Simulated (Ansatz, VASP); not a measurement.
**Cd in VASP and in Ansatz**

```
Cd
1.0
     3.05226    0.00000    0.00000
     0.00000    3.05226    0.00000
     0.00000    0.00000    3.05226
Cd
1
Direct
  0.00000 0.00000 0.00000
```

Alike in both runs: functional PBE; k mesh 14 × 14 × 14; occupations fermi-dirac, width 0.05 eV; no spin polarisation.

Ansatz relaxed the structure, and its values are those at the end. VASP's run is a single point on that final structure, the one shown.

```csv
,VASP,Ansatz
version,VASP 6.6.1,Ansatz 0.2.0
potentials or method,"VASP PAW PBE potentials, release 64 (Cd), cutoff 520 eV","all-electron LAPW, non-relativistic"
```

Ansatz gave:

| Quantity | Value |
| --- | --- |
| pressure (GPa) | 0.0 |

Task: Which values does VASP return?

Result: Pressure (GPa): -1.3.

Ansatz ran all-electron here, and VASP with PAW potentials.
